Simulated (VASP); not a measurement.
Wanted: the native input for a VASP 6.6.1 run.

| Property | Result |
| --- | --- |
| Task | single point |
| Functional | r2SCAN |
| Potentials or basis | VASP PAW PBE potentials, release 64 (Rh_pv) |
| Cutoff | 520 eV |
| k mesh | 23 × 23 × 23 |
| Occupations | fermi-dirac, width 0.05 eV |
| Spin | collinear spin, ferromagnetic start |
| Starting moments | [1.0] μB |
| Dipole correction | no |
| Further INCAR settings | ALGO = Normal; EDIFF = 1e-06; NBANDS = 18 |

The system is Rh.

```
Rh
1.0
     0.00000    1.87447    1.87447
     1.87447    0.00000    1.87447
     1.87447    1.87447    0.00000
Rh
1
Direct
  0.00000 0.00000 0.00000
```

This cell differs from its parent crystal: volume scaled by 0.96.

The input as run:

POSCAR

```
Rh
1.0
    0.0000000000      1.8744683745      1.8744683745
    1.8744683745      0.0000000000      1.8744683745
    1.8744683745      1.8744683745      0.0000000000
Rh
1
Direct
    0.0000000000      0.0000000000      0.0000000000
```

INCAR.step1

```
SYSTEM = Rh
PREC     = Accurate       ! precision mode
ENCUT    = 520            ! plane-wave cutoff, eV
ISMEAR   = -1             ! smearing method
SIGMA    = 0.05           ! smearing width, eV
LREAL    = .FALSE.        ! projectors in reciprocal space
LASPH    = .TRUE.         ! aspherical terms in the spheres
NELM     = 150            ! most SCF steps
ISPIN    = 2              ! spin polarisation
MAGMOM   = 1              ! initial moments
LMAXMIX  = 4              ! l up to which the mixer works
NBANDS   = 18             ! bands
GGA      = PE             ! functional
ALGO     = Normal         ! electronic algorithm
EDIFF    = 1E-4           ! SCF threshold, eV
LWAVE    = .TRUE.         ! write WAVECAR
LCHARG   = .FALSE.        ! write CHGCAR
```

INCAR.step2

```
SYSTEM = Rh
PREC     = Accurate       ! precision mode
ENCUT    = 520            ! plane-wave cutoff, eV
EDIFF    = 1E-6           ! SCF threshold, eV
ISMEAR   = -1             ! smearing method
SIGMA    = 0.05           ! smearing width, eV
LREAL    = .FALSE.        ! projectors in reciprocal space
LASPH    = .TRUE.         ! aspherical terms in the spheres
NELM     = 150            ! most SCF steps
ALGO     = Normal         ! electronic algorithm
ISIF     = 2              ! what is computed and relaxed
LWAVE    = .FALSE.        ! write WAVECAR
LCHARG   = .FALSE.        ! write CHGCAR
ISPIN    = 2              ! spin polarisation
MAGMOM   = 1              ! initial moments
LORBIT   = 11             ! projections on sites
LMAXMIX  = 4              ! l up to which the mixer works
METAGGA  = R2SCAN         ! meta-GGA
LMIXTAU  = .TRUE.       
NBANDS   = 18             ! bands
ISTART   = 1
```

KPOINTS

```
regular mesh
0
G
  23 23 23
  0 0 0
```

Potentials or basis: VASP PAW PBE potentials, release 64 (Rh_pv).

Command:

```console
$ cat potpaw_PBE.64/Rh_pv/POTCAR > POTCAR
$ cp INCAR.step1 INCAR
$ mpirun -np 1 vasp_std > vasp.out
$ cp INCAR.step2 INCAR
$ mpirun -np 1 vasp_std > vasp.out
```

It gave:

```json
{
  "Pressure": "14.2 GPa",
  "Net moment": "0.00 μB per cell",
  "Valence electrons inside the program's atomic spheres": "Rh 13.90"
}
```

Caveat: the PAW data sets were made with another functional, which shifts forces and pressure a little.

Wall time 17 min on 1 thread of Oxide Virtual Turin-like Processor, with other jobs on the host, peak memory 0.2 GiB.
